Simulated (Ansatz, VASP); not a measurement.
Two plane-wave programs on Ir

INCAR

```
SYSTEM = Ir
PREC     = Accurate       ! precision mode
ENCUT    = 500            ! plane-wave cutoff, eV
EDIFF    = 1E-6           ! SCF threshold, eV
ISMEAR   = 0              ! smearing method
SIGMA    = 0.1            ! smearing width, eV
LREAL    = .FALSE.        ! projectors in reciprocal space
LASPH    = .TRUE.         ! aspherical terms in the spheres
NELM     = 120            ! most SCF steps
ALGO     = Normal         ! electronic algorithm
ISIF     = 2              ! what is computed and relaxed
LWAVE    = .FALSE.        ! write WAVECAR
LCHARG   = .FALSE.        ! write CHGCAR
GGA      = PE             ! functional
IVDW     = 12             ! dispersion correction
NBANDS   = 10             ! bands
GGA_COMPAT= .FALSE.
```

File KPOINTS:

```
Automatic mesh
0
G
  8 8 8
  0 0 0
```

POSCAR

```
Ir
1.0
    0.0000000000      1.9197000000      1.9197000000
    1.9197000000      0.0000000000      1.9197000000
    1.9197000000      1.9197000000      0.0000000000
Ir
1
Direct
    0.0000000000      0.0000000000      0.0000000000
```

Input for Ansatz:

```yaml
crystal:
  lattice:
    - [0.0, 1.9197, 1.9197]
    - [1.9197, 0.0, 1.9197]
    - [1.9197, 1.9197, 0.0]
  atoms:
    - { symbol: Ir, position: [0.0, 0.0, 0.0] }
basis:
  ecutwfc: 420
kpoints:
  mp_grid: { grid: [8, 8, 8] }
hamiltonian:
  xc: pbe
  dispersion: d3bj
scf:
  occupations: { method: gaussian, width: 0.1 }
output:
  forces: true
  stress: true
  eigenvalues: true
```

Alike in both runs: task single point; functional PBE; dispersion D3(BJ); k mesh 8 × 8 × 8; occupations gaussian, width 0.1 eV; no spin polarisation.

|  | VASP | Ansatz |
| --- | --- | --- |
| version | VASP 6.6.1 | Ansatz 0.2.0 |
| potentials or method | VASP PAW PBE potentials, release 64 (Ir), cutoff 500 eV | scalar-relativistic, plane waves, PAW |
| valence electrons in the cell | 9 | 17 |

VASP gave:

| Item | Value |
| --- | --- |
| gap on the k mesh at the Fermi level (eV) | none |
| pressure (GPa) | 2.4 |

Which values does Ansatz return?

gap on the k mesh at the Fermi level (eV): none; pressure (GPa): 1.8.

A gap of «none» marks a metal or a gap that the smearing closes. VASP's potentials hold 9 valence electrons a cell and Ansatz's 17, so a difference there can come from the potentials and not from the codes.

Neither program's run includes spin-orbit coupling.
